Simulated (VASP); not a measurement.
Wanted: the native input for a VASP 6.6.1 run.

| Item | Value |
| --- | --- |
| Task | single point |
| Functional | LDA |
| Potentials or basis | VASP PAW LDA potentials, release 64 (Be) |
| Cutoff | 520 eV |
| k mesh | 16 × 16 × 9 |
| Occupations | methfessel-paxton, width 0.1 eV |
| Spin | no spin polarisation |
| Dipole correction | no |
| Further INCAR settings | ALGO = Normal; EDIFF = 1e-06; NBANDS = 9 |

The structure of Be lies in POSCAR:

```
Be
1.0
    2.2295160349      0.0000000000      0.0000000000
   -1.1147580175      1.9308175243      0.0000000000
    0.0000000000      0.0000000000      3.5083258361
Be
2
Direct
    0.3333333333      0.6666666667      0.2500000000
    0.6666666667      0.3333333333      0.7500000000
```

These files were run (other wordings do the same):

INCAR

```
SYSTEM = Be
PREC = Accurate ; ENCUT = 520
EDIFF = 1E-6 ; ISMEAR = 1
SIGMA = 0.1 ; LREAL = .False.
LASPH = .True. ; NELM = 80
ALGO = Normal ; ISIF = 2
LWAVE = .False. ; LCHARG = .True.
GGA = CA ; LELF = .True.
LVHAR = .True. ; NBANDS = 9
```

KPOINTS

```
Automatic mesh
0
Gamma
  16 16 9
  0 0 0
```

Potentials or basis: VASP PAW LDA potentials, release 64 (Be).

Launch:

```sh
$ cat potpaw_LDA.64/Be/POTCAR > POTCAR
$ mpirun -np 1 vasp_std > vasp.out
```

Results of the run:

| Quantity | Value |
| --- | --- |
| Pressure | 0.4 GPa |
| Band gap on the k mesh | zero (band 2 reaches 8.05 eV, above the bottom of band 3 at 6.47 eV) |

Run time: 12 s on 1 thread of Intel(R) Xeon(R) Platinum 8259CL CPU @ 2.50GHz (Skylake/Cascade Lake), with other jobs on the host, peak memory 0.12 GiB.
